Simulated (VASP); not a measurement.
# InGeCl5 (P1) in VASP: single point with PBEsol

Aim: the single point of InGeCl5 with PBEsol.

Everything below comes from runs of VASP 6.6.1. Logs are shortened: lines on timing, memory, paths and dates and some standing lists are left out, and cuts for length are marked.

## Step 1: The cell of the first run

The typed cell holds 7 atoms: a = 6.667 Å, b = 6.471 Å, c = 6.937 Å, α = 135.28°, β = 109.08°, γ = 87.52°.

## Step 2: Single point, PBEsol

INCAR reads:

```
ALGO = Normal
EDIFF = 1E-6
ENCUT = 520
GGA = PS
ISIF = 2
ISMEAR = -1
LASPH = T
LCHARG = T
LELF = T
LREAL = F
LVHAR = T
LWAVE = F
NBANDS = 40
NELM = 60
PREC = Accurate
SIGMA = 0.05
```

KPOINTS reads:

```
k-points
0
Gamma
  4 4 4
```

POSCAR reads:

```
InGeCl5
1.0
   -2.5707134568      3.8343113886      4.8100928736
    2.2466147938     -3.8701092877      4.6740406842
    2.8657089648      4.0548891526     -4.8436503795
In Ge Cl
1 1 5
Direct
    0.4977842493      0.5229405539      0.0197629909
   -0.0381096940     -0.1192753827     -0.1818515546
    0.8944814422      0.5604292121      0.3037764344
    0.1108031179      0.4888225398      0.7601361761
    0.3307324414      0.2346262395      0.0712153029
    0.6634709230      0.7807749076     -0.0451337949
    0.5581416664      0.0088955892      0.5703577553
```

Potentials or basis: VASP PAW PBE potentials, release 64 (In_d, Ge_d, Cl).

Launch:

```bash
$ cat potpaw_PBE.64/In_d/POTCAR potpaw_PBE.64/Ge_d/POTCAR potpaw_PBE.64/Cl/POTCAR > POTCAR
$ mpirun -np 1 vasp_std > vasp.out
```

OUTCAR:

```text
EDIFF = 1E-6
   ENCUT = 520
   GGA = PS
   ISIF = 2
   ISMEAR = -1
   LASPH = T
   LREAL = F
   NELM = 60
   PREC = Accurate

 ion  position               nearest neighbor table
   1  0.498  0.523  0.020-   6 2.40   5 2.50   4 2.53   7 2.58   3 2.63   7 2.63
   2  0.962  0.881  0.818-   3 2.40   4 2.48   5 2.51   6 2.74
   3  0.894  0.560  0.304-   2 2.40   1 2.63
   4  0.111  0.489  0.760-   2 2.48   1 2.53
   5  0.331  0.235  0.071-   1 2.50   2 2.51
   6  0.663  0.781  0.955-   1 2.40   2 2.74
   7  0.558  0.009  0.570-   1 2.58   1 2.63

  LATTYP: Found a triclinic cell.
 ALAT       =     5.1184729422
 B/A-ratio  =     3.4187725554
 C/A-ratio  =     1.3551940028
 COS(alpha) =     0.0136092881
 COS(beta)  =     0.4568791359
 COS(gamma) =     0.8409756008

  Lattice vectors:

 A1 = (  -5.1123237586,  -0.1847798649,   0.1696096953)
 A2 = ( -15.0128726128,  -0.5185416956,  -8.9753044719)
 A3 = (  -2.8657089648,  -4.0548891526,   4.8436503795)

Analysis of symmetry for initial positions (statically):
=====================================================================
 Subroutine PRICEL returns:
 Original cell was already a primitive cell.

 Routine SETGRP: Setting up the symmetry group for a
 triclinic supercell.

 Subroutine GETGRP returns: Found  1 space group operations
 (whereof  1 operations were pure point group operations)
 out of a pool of  2 trial point group operations.

The static configuration has the point symmetry C_1 .

Analysis of symmetry for dynamics (positions and initial velocities):
=====================================================================
 Subroutine PRICEL returns:
 Original cell was already a primitive cell.

 Routine SETGRP: Setting up the symmetry group for a
 triclinic supercell.

 Subroutine GETGRP returns: Found  1 space group operations
 (whereof  1 operations were pure point group operations)
 out of a pool of  2 trial point group operations.

The dynamic configuration has the point symmetry C_1 .

 Subroutine INISYM returns: Found  1 space group operations
 (whereof  1 operations are pure point group operations),
 and found     1 'primitive' translations

----------------------------------------------------------------------------------------

                                     Primitive cell

  volume of cell :     190.7812

  direct lattice vectors                    reciprocal lattice vectors
    -2.570713457  3.834311389  4.810092874    -0.001086378  0.127246560  0.105882426
     2.246614794 -3.870109288  4.674040684     0.199581764 -0.006985430  0.112233143
     2.865708965  4.054889153 -4.843650379     0.191514175  0.119624155  0.006996083

  length of vectors
     6.666896201  6.470833041  6.936523835     0.165541400  0.229080674  0.225912733

  position of ions in fractional coordinates (direct lattice)
     0.497784249  0.522940554  0.019762991
     0.961890306  0.880724617  0.818148445
     0.894481442  0.560429212  0.303776434
     0.110803118  0.488822540  0.760136176
     0.330732441  0.234626240  0.071215303
     0.663470923  0.780774908  0.954866205
     0.558141666  0.008895589  0.570357755

  ion indices of the primitive-cell ions
   primitive index   ion index
                 1           1
                 2           2
                 3           3
                 4           4
                 5           5
                 6           6
                 7           7

----------------------------------------------------------------------------------------

 KPOINTS: k-points

Automatic generation of k-mesh.
 Grid dimensions read from file:
 generate k-points for:    4    4    4

 Generating k-lattice:

  Cartesian coordinates                     Fractional coordinates (reciprocal lattice)
    -0.000271595  0.031811640  0.026470606     0.250000000 -0.000000000  0.000000000
     0.049895441 -0.001746358  0.028058286     0.000000000  0.250000000  0.000000000
     0.047878544  0.029906039  0.001749021    -0.000000000  0.000000000  0.250000000

  Length of vectors
     0.041385350  0.057270169  0.056478183

  Shift w.r.t. Gamma in fractional coordinates (k-lattice)
     0.000000000  0.000000000  0.000000000

 Subroutine IBZKPT returns following result:
 ===========================================

 Found     36 irreducible k-points:

 Following reciprocal coordinates:
            Coordinates               Weight
  0.000000  0.000000  0.000000      1.000000
  0.250000 -0.000000 -0.000000      2.000000
  0.500000 -0.000000 -0.000000      1.000000
  0.000000  0.250000  0.000000      2.000000
  0.250000  0.250000  0.000000      2.000000
  0.500000  0.250000 -0.000000      2.000000
[... 16 lines left out ...]
  0.000000 -0.250000  0.250000      2.000000
  0.250000 -0.250000  0.250000      2.000000
 [... further k-points ...]
   k-points           NKPTS =     36   k-points in BZ     NKDIM =     36   number of bands    NBANDS=     40
   number of dos      NEDOS =    301   number of ions     NIONS =      7
   total plane-waves  NPLWV = 129600
   dimension x,y,z NGX =    50 NGY =   48 NGZ =   54
   dimension x,y,z NGXF=   100 NGYF=   96 NGZF=  108
   ions per type =               1   1   5
   NGX,Y,Z   is equivalent  to a cutoff of  12.47, 12.33, 12.94 a.u.
   NGXF,Y,Z  is equivalent  to a cutoff of  24.94, 24.66, 25.88 a.u.
 SYSTEM =  unknown system
   PREC   = accura    normal or accurate (medium, high low for compatibility)
   ISTART =      0    job   : 0-new  1-cont  2-samecut
   ICHARG =      2    charge: 1-file 2-atom 10-const
   ISPIN  =      1    spin polarized calculation?
   LNONCOLLINEAR =      F non collinear calculations
   LSORBIT =      F    spin-orbit coupling
   LASPH  =      T    aspherical Exc in radial PAW
   ENCUT  =  520.0 eV  38.22 Ry    6.18 a.u.  12.40 12.03 12.90*2*pi/ulx,y,z
   NELM   =     60;   NELMIN=  2; NELMDL= -5     # of ELM steps
   EDIFF  = 0.1E-05   stopping-criterion for ELM
   LREAL  =      F    real-space projection
   EDIFFG = 0.1E-04   stopping-criterion for IOM
   NSW    =      0    number of steps for IOM
   IBRION =     -1    ionic relax: 0-MD 1-quasi-New 2-CG
   NFREE  =      0    steps in history (QN), initial steepest desc. (CG)
   ISIF   =      2    stress and relaxation
   ISYM   =      2    0-nonsym 1-usesym 2-fastsym
   POTIM  = 0.5000    time-step for ionic-motion
   TEBEG  =    0.0;   TEEND  =   0.0 temperature during run
   PSTRESS=    0.0 pullay stress
   NELECT =      62.0000    total number of electrons
   NUPDOWN=      -1.0000    fix difference up-down
   EMIN   =  10.00;   EMAX   =-10.00  energy-range for DOS
   EFERMI =   0.00;   METHOD = LEGACY
   ISMEAR =    -1;   SIGMA  =   0.05  broadening in eV -4-tet -1-fermi 0-gaus
   EFERMI_NEDOS =   21; number of points for ismear=-14 and -15
   IALGO  =     38    algorithm
   IMIX   =      4    mixing-type and parameters
     AMIX     =   0.40;   BMIX     =  1.00
     AMIX_MAG =   1.60;   BMIX_MAG =  1.00
  volume/ion in A,a.u.               =      27.25       183.92
  Fermi-wavevector in a.u.,A,eV,Ry     =   1.125538  2.126958 17.236348  1.266836
  Thomas-Fermi vector in A             =   2.262216
   LORBIT       =      0    0 simple, 1 ext, 2 COOP (PROOUT), +10 PAW based schemes
   GGA     = PS    functional components
   LHFCALC =     F    Hartree Fock is set to
   AEXX    =    0.0000 exact exchange contribution
   IVDW    =     0    specifies the selected vdW correction
   LEPSILON=     F    determine dielectric tensor
   LRPA    =     F    only Hartree local field effects (RPA)
 non-spin polarized calculation
  energy-cutoff  :      520.00
  volume of cell :      190.78
 maximum number of plane-waves:      5157
 NGX is ok and might be reduce to    50
   NGX = 25   NGY = 25   NGZ = 25

 number of electron      62.0000004 magnetization

 Free energy of the ion-electron system (eV)
  ---------------------------------------------------
  ext. energy  EPLUGINS =         0.00000000
  ---------------------------------------------------
  free energy    TOTEN  =       -23.95440812 eV

  energy without entropy =      -23.95440812  energy(sigma->0) =      -23.95440812

 E-fermi :   1.8372     XC(G=0):  -8.4730

 val. band max:        0.9006744002   @ k =   0.5000   0.5000   0.0000
 cond. band min:       2.7122827902   @ k =  -0.0000   0.5000   0.5000
 fundamental gap:      1.8116083900
 Fermi energy:         1.8371630351

 k-point     1 :       0.0000    0.0000    0.0000
  band No.  band energies     occupation
      1     -22.9250      2.00000
      2     -22.9150      2.00000
      3     -22.9033      2.00000
      4     -22.8924      2.00000
      5     -22.8838      2.00000
      6     -13.9109      2.00000
[... 32 lines left out ...]
     39       9.4736      0.00000
     40       9.6735      0.00000

 k-point     2 :       0.2500   -0.0000   -0.0000
  band No.  band energies     occupation
      1     -22.9250      2.00000
      2     -22.9151      2.00000
      3     -22.9033      2.00000
      4     -22.8924      2.00000
      5     -22.8838      2.00000
      6     -13.8352      2.00000
[... 32 lines left out ...]
     39       9.2889      0.00000
     40       9.5659      0.00000

 k-point     3 :       0.5000   -0.0000   -0.0000
  band No.  band energies     occupation
      1     -22.9250      2.00000
      2     -22.9151      2.00000
      3     -22.9033      2.00000
      4     -22.8924      2.00000
      5     -22.8838      2.00000
      6     -13.7922      2.00000
[... 853 lines left out ...]
  band No.  band energies     occupation
      1     -22.9250      2.00000
      2     -22.9150      2.00000
      3     -22.9033      2.00000
      4     -22.8924      2.00000
      5     -22.8838      2.00000
      6     -13.8305      2.00000
[... 32 lines left out ...]
     39       9.1846      0.00000
     40       9.7300      0.00000

 k-point    24 :       0.2500   -0.2500    0.2500
  band No.  band energies     occupation
      1     -22.9250      2.00000
      2     -22.9151      2.00000
      3     -22.9033      2.00000
      4     -22.8924      2.00000
      5     -22.8838      2.00000
      6     -13.8135      2.00000
[... 32 lines left out ...]
     39       9.1760      0.00000
     40       9.4350      0.00000

 [... further k-points ...]

------------------------ aborting loop because EDIFF is reached ----------------------------------------

  FORCE on cell =-STRESS in cart. coord.  units (eV):
  Direction    XX          YY          ZZ          XY          YZ          ZX
  --------------------------------------------------------------------------------------
  -------------------------------------------------------------------------------------
  Total       -0.0197715     -0.0267544     -0.0578089      0.0111360      0.0133731     -0.0109864
  in kB       -0.1660403     -0.2246830     -0.4854784      0.0935203      0.1123071     -0.0922638
  external PRESSURE =      -0.2920672 kB  Pullay stress =       0.0000000 kB

 VOLUME and BASIS-vectors are now :
 -----------------------------------------------------------------------------
  energy-cutoff  :      520.00
  volume of cell :      190.78
      direct lattice vectors                 reciprocal lattice vectors
    -2.570713457  3.834311389  4.810092874    -0.001086378  0.127246560  0.105882426
     2.246614794 -3.870109288  4.674040684     0.199581764 -0.006985430  0.112233143
     2.865708965  4.054889153 -4.843650379     0.191514175  0.119624155  0.006996083

 POSITION                                       TOTAL-FORCE (eV/Angst)
 -----------------------------------------------------------------------------------
     -0.04818     -0.03504      4.74291         0.001768     -0.005939      0.000641
      1.85048      3.59719      4.78050        -0.001022      0.001478     -0.005075
     -0.16985      2.49258      5.45062        -0.001658      0.005597      0.002967
      2.99168      1.61532     -0.86408        -0.001400     -0.003554     -0.001894
     -0.11902      0.64887      2.34256         0.000098      0.002166      0.010709
      2.78488      3.39415      2.21569         0.000496      0.000448     -0.005653
      0.21964      4.41840     -0.03632         0.001717     -0.000197     -0.001694
 -----------------------------------------------------------------------------------
    total drift:                               -0.000044     -0.001528     -0.000323

  FREE ENERGIE OF THE ION-ELECTRON SYSTEM (eV)
  ---------------------------------------------------
  free  energy   TOTEN  =       -23.9544081183 eV

  energy  without entropy=      -23.9544081165  energy(sigma->0) =      -23.95440812
```

It took 12 min on 1 thread of Intel Xeon 8259CL, shared host; peak memory 0.5 GiB.

What came out:

```yaml
Free_energy: -23.9544 eV
Pressure: 0.0 GPa
Largest_force: 0.011 eV/Å
Band_gap_on_the_k_mesh: 1.81 eV (least direct gap 2.08 eV)
```

Forces in eV/Å, atoms in the order of the input:
```
In   0.002 -0.006  0.001
Ge  -0.001  0.001 -0.005
Cl  -0.002  0.006  0.003
Cl  -0.001 -0.004 -0.002
Cl   0.000  0.002  0.011
Cl   0.000  0.000 -0.006
Cl   0.002  0.000 -0.002
```

Levels at points of the mesh, in eV from the valence-band top:
| k point | band 27 | band 28 | band 29 | band 30 | band 31 | band 32 | band 33 | band 34 | band 35 | band 36 |
| --- | --- | --- | --- | --- | --- | --- | --- | --- | --- | --- |
| (0.00, 0.00, 0.00) | -1.30 | -1.18 | -1.00 | -0.64 | -0.50 | 2.57 | 4.08 | 4.35 | 4.69 | 6.53 |
| (0.50, 0.00, 0.00) | -1.44 | -1.18 | -0.95 | -0.85 | -0.37 | 2.18 | 3.81 | 4.36 | 4.81 | 7.01 |
| (0.00, 0.50, 0.00) | -1.42 | -1.02 | -0.79 | -0.61 | -0.26 | 3.08 | 4.20 | 4.36 | 4.92 | 6.03 |
| (0.50, 0.50, 0.00) | -1.31 | -1.19 | -0.77 | -0.60 | 0.00 | 3.24 | 4.24 | 4.53 | 4.74 | 5.65 |
| (0.00, 0.00, 0.50) | -1.35 | -1.12 | -0.82 | -0.70 | -0.15 | 3.60 | 3.99 | 4.14 | 5.04 | 5.75 |
| (0.50, 0.00, 0.50) | -1.25 | -1.03 | -0.86 | -0.80 | -0.13 | 3.06 | 4.26 | 4.55 | 5.27 | 5.65 |
| (0.00, 0.50, 0.50) | -1.42 | -1.29 | -1.00 | -0.68 | -0.27 | 1.81 | 3.59 | 4.44 | 5.32 | 6.97 |
| (0.50, 0.50, 0.50) | -1.46 | -1.34 | -0.99 | -0.86 | -0.32 | 2.25 | 3.96 | 4.17 | 4.92 | 6.93 |

Caveat: the PAW data sets were made with another functional, which shifts forces and pressure a little; spin-orbit coupling is left out, which moves the levels of the heavy elements. A k mesh can miss the band edges.
